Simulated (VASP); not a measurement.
# NaI (R3m) in VASP: further runs

The runs below take NaI through single point, with PBE, r2SCAN, HSE06.

Program: VASP 6.6.1. These are calculated values, not measurements. Logs are shortened: lines on timing, memory, paths and dates and some standing lists are left out, and cuts for length are marked.

## 1. The cell of the first run

Symmetry: R3m, No. 160, trigonal system. Conventional cell: a = 5.280 Å, b = 5.280 Å, c = 11.423 Å, α = 90.00°, β = 90.00°, γ = 120.00°. Within 4.1 Å of Na (site symmetry 3m) lie 4 I at 3.09 to 3.13 Å. I (site symmetry 3m) has 4 Na at 3.09 to 3.13 Å within 4.1 Å.

## 2. Single point, PBE (epitaxial 111 strain +5.4%)

The input, INCAR:

```
SYSTEM = NaI
PREC = Accurate ; ENCUT = 520
EDIFF = 1E-6 ; ISMEAR = -1
SIGMA = 0.02 ; LREAL = .FALSE.
LASPH = .TRUE. ; NELM = 60
ALGO = Normal ; ISIF = 2
LWAVE = .FALSE. ; LCHARG = .FALSE.
GGA = PE ; NBANDS = 14
```

The input, KPOINTS:

```
Automatic mesh
0
G
  6 6 6
  0 0 0
```

The input, POSCAR:

```
NaI
1.0
   -0.2908177854      3.4429975582      3.4429975582
    3.4429975582     -0.2908177854      3.4429975582
    3.4429975582      3.4429975582     -0.2908177854
Na I
1 1
Direct
   -0.0102552698     -0.0102552698     -0.0102552698
    0.2602552698      0.2602552698      0.2602552698
```

Potentials or basis: VASP PAW PBE potentials, release 64 (Na_pv, I).

On the command line:

```
$ cat potpaw_PBE.64/Na_pv/POTCAR potpaw_PBE.64/I/POTCAR > POTCAR
$ mpirun -np 1 vasp_std > vasp.out
```

OUTCAR:

```text
SYSTEM = NaI
   PREC = Accurate
   ENCUT = 520
   EDIFF = 1E-6
   ISMEAR = -1
   LREAL = .FALSE.
   LASPH = .TRUE.
   NELM = 60
   ISIF = 2
   GGA = PE

 ion  position               nearest neighbor table
   1  0.990  0.990  0.990-   2 3.09   2 3.13   2 3.13   2 3.13
   2  0.260  0.260  0.260-   1 3.09   1 3.13   1 3.13   1 3.13

  LATTYP: Found a trigonal (rhomboedric) cell.
 ALAT       =     4.8778109184
 COS(alpha) =     0.4140564889

  Lattice vectors:

 A1 = (  -0.2908177854,   3.4429975582,   3.4429975582)
 A2 = (   3.4429975582,  -0.2908177854,   3.4429975582)
 A3 = (   3.4429975582,   3.4429975582,  -0.2908177854)

Analysis of symmetry for initial positions (statically):
=====================================================================
 Subroutine PRICEL returns:
 Original cell was already a primitive cell.

 Routine SETGRP: Setting up the symmetry group for a
 trigonal (rhombohedral) supercell.

 Subroutine GETGRP returns: Found  6 space group operations
 (whereof  6 operations were pure point group operations)
 out of a pool of 12 trial point group operations.

The static configuration has the point symmetry C_3v.

Analysis of symmetry for dynamics (positions and initial velocities):
=====================================================================
 Subroutine PRICEL returns:
 Original cell was already a primitive cell.

 Routine SETGRP: Setting up the symmetry group for a
 trigonal (rhombohedral) supercell.

 Subroutine GETGRP returns: Found  6 space group operations
 (whereof  6 operations were pure point group operations)
 out of a pool of 12 trial point group operations.

The dynamic configuration has the point symmetry C_3v.

 Subroutine INISYM returns: Found  6 space group operations
 (whereof  6 operations are pure point group operations),
 and found     1 'primitive' translations

----------------------------------------------------------------------------------------

                                     Primitive cell

  volume of cell :      91.9459

  direct lattice vectors                    reciprocal lattice vectors
    -0.290817785  3.442997558  3.442997558    -0.128006394  0.139816170  0.139816170
     3.442997558 -0.290817785  3.442997558     0.139816170 -0.128006394  0.139816170
     3.442997558  3.442997558 -0.290817785     0.139816170  0.139816170 -0.128006394

  length of vectors
[... 89 lines left out ...]
   ISYM   =      2    0-nonsym 1-usesym 2-fastsym
   POTIM  = 0.5000    time-step for ionic-motion
   TEBEG  =    0.0;   TEEND  =   0.0 temperature during run
   PSTRESS=    0.0 pullay stress
   NELECT =      14.0000    total number of electrons
   NUPDOWN=      -1.0000    fix difference up-down
   EMIN   =  10.00;   EMAX   =-10.00  energy-range for DOS
   EFERMI =   0.00;   METHOD = LEGACY
   ISMEAR =    -1;   SIGMA  =   0.02  broadening in eV -4-tet -1-fermi 0-gaus
   EFERMI_NEDOS =   21; number of points for ismear=-14 and -15
   IALGO  =     38    algorithm
   IMIX   =      4    mixing-type and parameters
     AMIX     =   0.40;   BMIX     =  1.00
     AMIX_MAG =   1.60;   BMIX_MAG =  1.00
  volume/ion in A,a.u.               =      45.97       310.24
  Fermi-wavevector in a.u.,A,eV,Ry     =   0.874192  1.651983 10.397729  0.764212
  Thomas-Fermi vector in A             =   1.993688
   LORBIT       =      0    0 simple, 1 ext, 2 COOP (PROOUT), +10 PAW based schemes
   GGA     = PE    functional components
   LHFCALC =     F    Hartree Fock is set to
   AEXX    =    0.0000 exact exchange contribution
   IVDW    =     0    specifies the selected vdW correction
   LEPSILON=     F    determine dielectric tensor
   LRPA    =     F    only Hartree local field effects (RPA)
 non-spin polarized calculation
  energy-cutoff  :      520.00
  volume of cell :       91.95
 maximum number of plane-waves:      2493
   NGX = 19   NGY = 19   NGZ = 19

 number of electron      14.0000005 magnetization

 Free energy of the ion-electron system (eV)
  ---------------------------------------------------
  ext. energy  EPLUGINS =         0.00000000
  ---------------------------------------------------
  free energy    TOTEN  =        -5.27733791 eV

  energy without entropy =       -5.27733791  energy(sigma->0) =       -5.27733791

 E-fermi :  -0.6168     XC(G=0):  -6.3536

 val. band max:       -1.0399593264   @ k =   0.0000   0.0000   0.0000
 cond. band min:       2.4627745129   @ k =   0.0000   0.0000   0.0000
 fundamental gap:      3.5027338393
 Fermi energy:        -0.6168337087

 k-point     1 :       0.0000    0.0000    0.0000
  band No.  band energies     occupation
      1     -23.4542      2.00000
      2     -23.4470      2.00000
      3     -23.4470      2.00000
      4     -11.6222      2.00000
      5      -1.3074      2.00000
      6      -1.3074      2.00000
      7      -1.0400      2.00000
      8       2.4628      0.00000
      9       6.2668      0.00000
     10       6.2668      0.00000
     11       7.3705      0.00000
     12       8.4374      0.00000
     13       8.4374      0.00000
     14       9.5552      0.00000
[... 377 lines left out ...]
      1     -23.4557      2.00000
      2     -23.4482      2.00000
      3     -23.4477      2.00000
      4     -11.4615      2.00000
      5      -2.1671      2.00000
      6      -1.8312      2.00000
      7      -1.5914      2.00000
      8       4.4083      0.00000
      9       5.5224      0.00000
     10       6.6429      0.00000
     11       7.2133      0.00000
     12       9.1731      0.00000
     13       9.7431      0.00000
     14      10.1305      0.00000

 [... further k-points ...]

------------------------ aborting loop because EDIFF is reached ----------------------------------------

  FORCE on cell =-STRESS in cart. coord.  units (eV):
  Direction    XX          YY          ZZ          XY          YZ          ZX
  --------------------------------------------------------------------------------------
  -------------------------------------------------------------------------------------
  Total       -0.0812775     -0.0812775     -0.0812775      0.1315433      0.1315433      0.1315433
  in kB       -1.4162782     -1.4162782     -1.4162782      2.2921726      2.2921726      2.2921726
  external PRESSURE =      -1.4162782 kB  Pullay stress =       0.0000000 kB

 VOLUME and BASIS-vectors are now :
 -----------------------------------------------------------------------------
  energy-cutoff  :      520.00
  volume of cell :       91.95
      direct lattice vectors                 reciprocal lattice vectors
    -0.290817785  3.442997558  3.442997558    -0.128006394  0.139816170  0.139816170
     3.442997558 -0.290817785  3.442997558     0.139816170 -0.128006394  0.139816170
     3.442997558  3.442997558 -0.290817785     0.139816170  0.139816170 -0.128006394

 POSITION                                       TOTAL-FORCE (eV/Angst)
 -----------------------------------------------------------------------------------
      6.52754      6.52754      6.52754        -0.001909     -0.001909     -0.001909
      1.71643      1.71643      1.71643         0.001909      0.001909      0.001909
 -----------------------------------------------------------------------------------
    total drift:                                0.000091      0.000091      0.000091

  FREE ENERGIE OF THE ION-ELECTRON SYSTEM (eV)
  ---------------------------------------------------
  free  energy   TOTEN  =        -5.2773379067 eV

  energy  without entropy=       -5.2773379067  energy(sigma->0) =       -5.27733791
```

OSZICAR:

```text
N       E                     dE             d eps       ncg     rms          rms(c)
DAV:   1     0.753622610595E+02    0.75362E+02   -0.57118E+03   896   0.916E+02
DAV:   2     0.213340487523E+01   -0.73229E+02   -0.68810E+02   926   0.197E+02
DAV:   3    -0.517625803720E+01   -0.73097E+01   -0.72652E+01  1148   0.598E+01
DAV:   4    -0.538431086694E+01   -0.20805E+00   -0.20798E+00  1174   0.106E+01
DAV:   5    -0.538876480946E+01   -0.44539E-02   -0.44539E-02  1198   0.147E+00    0.165E+00
DAV:   6    -0.527816257196E+01    0.11060E+00   -0.13968E-01  1040   0.177E+00    0.111E+00
DAV:   7    -0.526699287683E+01    0.11170E-01   -0.11240E-01  1106   0.144E+00    0.705E-01
DAV:   8    -0.527707276541E+01   -0.10080E-01   -0.11797E-02   998   0.700E-01    0.222E-01
DAV:   9    -0.527688809687E+01    0.18467E-03   -0.27225E-04  1118   0.141E-01    0.812E-02
DAV:  10    -0.527730679168E+01   -0.41869E-03   -0.48655E-04  1004   0.134E-01    0.213E-02
DAV:  11    -0.527733047645E+01   -0.23685E-04   -0.29907E-05  1142   0.397E-02    0.116E-02
DAV:  12    -0.527733735980E+01   -0.68833E-05   -0.71232E-06  1016   0.183E-02    0.369E-03
DAV:  13    -0.527733790674E+01   -0.54694E-06   -0.81818E-07  1160   0.474E-03
   1 F= -.52773379E+01 E0= -.52773379E+01  d E =-.347513E-11
```

stdout:

```text
POSCAR found type information on POSCAR NaI
 POSCAR found :  2 types and       2 ions
 scaLAPACK will be used
 LDA part: xc-table for (Slater+PW92), standard interpolation
 POSCAR, INCAR and KPOINTS ok, starting setup
 FFT: planning ... GRIDC
 FFT: planning ... GRID_SOFT
 FFT: planning ... GRID
 WAVECAR not read
 entering main loop
```

It took 44 s on 1 thread of Intel Xeon 8259CL, shared host; peak memory 0.22 GiB.

Results:

```
Free energy            : -5.2773 eV
Pressure               : -0.1 GPa
Largest force          : 0.003 eV/Å
Band gap on the k mesh : 3.50 eV
```

Forces on the atoms (eV/Å):
```
Na  -0.002 -0.002 -0.002
I    0.002  0.002  0.002
```

Stress tensor (GPa, compression positive):
```
-0.14  0.23  0.23
 0.23 -0.14  0.23
 0.23  0.23 -0.14
```

Levels at points of the mesh, in eV from the valence-band top:
```tsv
k point	band 3	band 4	band 5	band 6	band 7	band 8	band 9	band 10	band 11	band 12
(0.00, 0.00, 0.00)	-22.41	-10.58	-0.27	-0.27	0.00	3.50	7.31	7.31	8.41	9.48
(0.50, 0.00, 0.00)	-22.41	-10.47	-1.38	-0.32	-0.17	5.16	7.15	7.26	8.00	10.25
(0.50, 0.50, 0.00)	-22.41	-10.42	-1.27	-0.71	-0.40	4.91	6.02	8.50	9.77	10.37
(0.50, 0.50, 0.50)	-22.41	-10.42	-1.29	-0.48	-0.48	5.03	7.01	7.01	7.58	10.14
```

Caveat: the cell differs from its parent crystal (epitaxial 111 strain +5.4%); spin-orbit coupling is left out, which moves the levels of the heavy elements.

## 3. Single point, r2SCAN (epitaxial 111 strain +5.4%)

POSCAR is that of step 2.

The input, INCAR.step1:

```
ALGO = Normal
EDIFF = 1E-4
ENCUT = 520
GGA = PE
ISMEAR = 0
LASPH = T
LCHARG = F
LREAL = F
LWAVE = T
NBANDS = 14
NELM = 80
PREC = Accurate
SIGMA = 0.01
```

The input, INCAR.step2:

```
ALGO = Normal
EDIFF = 1E-6
ENCUT = 520
ISIF = 2
ISMEAR = 0
ISTART = 1
LASPH = T
LCHARG = F
LMIXTAU = T
LREAL = F
LWAVE = F
METAGGA = R2SCAN
NBANDS = 14
NELM = 80
PREC = Accurate
SIGMA = 0.01
```

The input, KPOINTS:

```
k-points
0
Gamma
  6 6 6
```

Potentials or basis: VASP PAW PBE potentials, release 64 (Na_pv, I).

On the command line:

```
$ cat potpaw_PBE.64/Na_pv/POTCAR potpaw_PBE.64/I/POTCAR > POTCAR
$ cp INCAR.step1 INCAR
$ mpirun -np 1 vasp_std > vasp.out
$ cp INCAR.step2 INCAR
$ mpirun -np 1 vasp_std > vasp.out
```

It took 4 min on 1 thread of Intel Xeon 8259CL, shared host; peak memory 0.23 GiB.

It converged, with:

```yaml
Free_energy: -30.8969 eV
Pressure: -0.5 GPa
Largest_force: 0.007 eV/Å
Band_gap_on_the_k_mesh: 4.09 eV
```

Forces on the atoms (eV/Å):
```
Na   0.004  0.004  0.004
I   -0.004 -0.004 -0.004
```

Stress tensor (GPa, compression positive):
```
-0.52  0.23  0.23
 0.23 -0.52  0.23
 0.23  0.23 -0.52
```

Levels at points of the mesh, in eV from the valence-band top:
```csv
k point,band 3,band 4,band 5,band 6,band 7,band 8,band 9,band 10,band 11,band 12
"(0.00, 0.00, 0.00)",-23.21,-10.89,-0.28,-0.28,0.00,4.09,7.94,7.94,9.11,10.07
"(0.50, 0.00, 0.00)",-23.21,-10.78,-1.38,-0.33,-0.17,5.84,7.62,7.81,8.60,10.89
"(0.50, 0.50, 0.00)",-23.21,-10.72,-1.26,-0.73,-0.41,5.30,6.67,9.28,10.53,11.21
"(0.50, 0.50, 0.50)",-23.21,-10.72,-1.30,-0.49,-0.49,5.71,7.55,7.55,7.98,10.98
```

Caveat: the cell differs from its parent crystal (epitaxial 111 strain +5.4%); the PAW data sets were made with another functional, which shifts forces and pressure a little; spin-orbit coupling is left out, which moves the levels of the heavy elements.

## 4. Single point, HSE06 (epitaxial 111 strain +5.4%)

POSCAR is that of step 3.

The input, INCAR.step1:

```
SYSTEM = NaI
ALGO = Normal
EDIFF = 1E-5
ENCUT = 520
GGA = PE
ISIF = 2
ISMEAR = 0
LASPH = .True.
LREAL = .False.
LWAVE = .True.
NBANDS = 14
NELM = 60
PREC = Accurate
SIGMA = 0.01
```

The input, INCAR.step2:

```
SYSTEM = NaI
ALGO = Normal
EDIFF = 1E-6
ENCUT = 520
GGA = PE
HFSCREEN = 0.2079
ISIF = 2
ISMEAR = 0
ISTART = 1
LASPH = .True.
LCHARG = .True.
LELF = .True.
LHFCALC = .True.
LREAL = .False.
LVHAR = .True.
LWAVE = .False.
NBANDS = 14
NELM = 60
PREC = Accurate
PRECFOCK = Normal
SIGMA = 0.01
```

The input, KPOINTS:

```
k-points
0
Gamma
  4 4 4
  0 0 0
```

On the command line:

```
$ cat potpaw_PBE.64/Na_pv/POTCAR potpaw_PBE.64/I/POTCAR > POTCAR
$ cp INCAR.step1 INCAR
$ mpirun -np 1 vasp_std > vasp.out
$ cp INCAR.step2 INCAR
$ mpirun -np 1 vasp_std > vasp.out
```

It took 20 min on 1 thread of Intel Xeon 8259CL, shared host; peak memory 0.33 GiB.

It converged, with:

| Quantity | Value |
| --- | --- |
| Free energy | -6.1342 eV |
| Pressure | -0.3 GPa |
| Largest force | 0.004 eV/Å |
| Band gap on the k mesh | 4.46 eV |

Forces in eV/Å, atoms in the order of the input:
```
Na   0.002  0.002  0.002
I   -0.002 -0.002 -0.002
```

Stress tensor (GPa, compression positive):
```
-0.31  0.24  0.24
 0.24 -0.31  0.24
 0.24  0.24 -0.31
```

Levels at points of the mesh, in eV from the valence-band top:
```tsv
k point	band 5	band 6	band 7	band 8	band 9	band 10
(0.00, 0.00, 0.00)	-0.28	-0.28	0.00	4.46	8.38	8.38
(0.50, 0.00, 0.00)	-1.45	-0.33	-0.18	6.19	8.16	8.30
(0.50, 0.50, 0.00)	-1.34	-0.75	-0.43	5.83	7.05	9.63
(0.50, 0.50, 0.50)	-1.37	-0.51	-0.51	6.06	8.04	8.04
```

Caveat: the cell differs from its parent crystal (epitaxial 111 strain +5.4%); the PAW data sets were made with another functional, which shifts forces and pressure a little; spin-orbit coupling is left out, which moves the levels of the heavy elements.

## 5. Overview

| level | k mesh | smearing | grid for exact exchange (PRECFOCK) | share of exact exchange | screening parameter | gap on the mesh (eV) | pressure (GPa) |
| --- | --- | --- | --- | --- | --- | --- | --- |
| PBE | 6 × 6 × 6 | fermi-dirac 0.02 eV | - | - | - | 3.50 | -0.1 |
| r2SCAN | 6 × 6 × 6 | gaussian 0.01 eV | - | - | - | 4.09 | -0.5 |
| HSE06 | 4 × 4 × 4 | gaussian 0.01 eV | Normal | 0.25 | 0.2079 1/Å | 4.46 | -0.3 |

Alike in all rows: task single point; potentials or basis VASP PAW PBE potentials, release 64 (Na_pv, I); no spin polarisation; cell as given; cutoff (eV) 520.

Caveats: spin-orbit coupling is left out, which moves the levels of the heavy elements; the PAW data sets were made with another functional, which shifts forces and pressure a little (at least some runs).

Total energies depend on the potentials used, so only differences within one code and one set of settings carry meaning.
